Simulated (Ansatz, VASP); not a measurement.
One calculation of BiTe, two programs

```xyz
4
Lattice="4.1949 0.0000 0.0000 -2.0975 3.6329 0.0000 0.0000 0.0000 8.7123" Properties=species:S:1:pos:R:3 pbc="T T T"
Bi    0.0000    2.4219    2.1781
Bi    2.0975    1.2110    6.5342
Te    0.0000    0.0500    0.0000
Te    0.0000    0.0000    4.3561
```

Alike in both runs: task single point; functional PBE; k mesh 8 × 8 × 6; occupations gaussian, width 0.05 eV; no spin polarisation.

|  | VASP | Ansatz |
| --- | --- | --- |
| version | VASP 6.6.1 | Ansatz 0.2.0 |
| potentials or method | VASP PAW PBE potentials, release 64 (Bi_d, Te), cutoff 520 eV | scalar-relativistic, plane waves, PAW |
| valence electrons in the cell | 42 | 62 |

```csv
,VASP,Ansatz,Ansatz less VASP
gap on the k mesh at the Fermi level (eV),none,none,-
pressure (GPa),0.0,0.0,+0.05
rms of the force components (eV/Å),0.021,0.021,-0.0001
```

Atom by atom the forces differ by 0.000 eV/Å (rms over components). A gap of «none» marks a metal or a gap that the smearing closes. VASP's potentials hold 42 valence electrons a cell and Ansatz's 62, so a difference there can come from the potentials and not from the codes.

Spin-orbit coupling is off throughout.
